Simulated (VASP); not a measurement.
Runs of VASP 6.6.1 on FeNi2. The structure is that of space group Fm-3m (No. 225), or close to it. The cells are those of the table. 

| task | cell | k mesh | cutoff (eV) | gap on the mesh (eV) | pressure (GPa) | moment (μB) |
| --- | --- | --- | --- | --- | --- | --- |
| relaxation of cell and atoms | relaxed from a = 3.510 Å, angles 60.0°, 3 atoms | 6 × 6 × 6 | 600 | none | -0.1 | 4.08 |
| single point | a = 3.828 Å, angles 60.0°, 3 atoms | 14 × 14 × 14 | 520 | none | 0.0 | 4.11 |
| single point | a = 3.828 Å, angles 60.0°, 3 atoms | 6 × 6 × 6 | 520 | none | 0.1 | 4.08 |
| relaxation of cell and atoms | relaxed from a = 3.828 Å, angles 60.0°, 3 atoms | 14 × 14 × 14 | 600 | none | -0.1 | 4.11 |
| single point | a = 3.510 Å, angles 60.0°, 3 atoms | 6 × 6 × 6 | 520 | none | (a) | 3.86 |

Alike in all rows: level PBE; potentials or basis VASP PAW PBE potentials, release 64 (Fe, Ni); spin collinear, ferromagnetic start; smearing gaussian 0.1 eV.

Problem. Fill in the values left out.

Solution. (a) 69.2.

Caveats: some runs use coarse meshes; the relaxation stopped at its first step, so nothing moved (some runs).

A gap of «none» marks levels without a gap at the run's occupations.
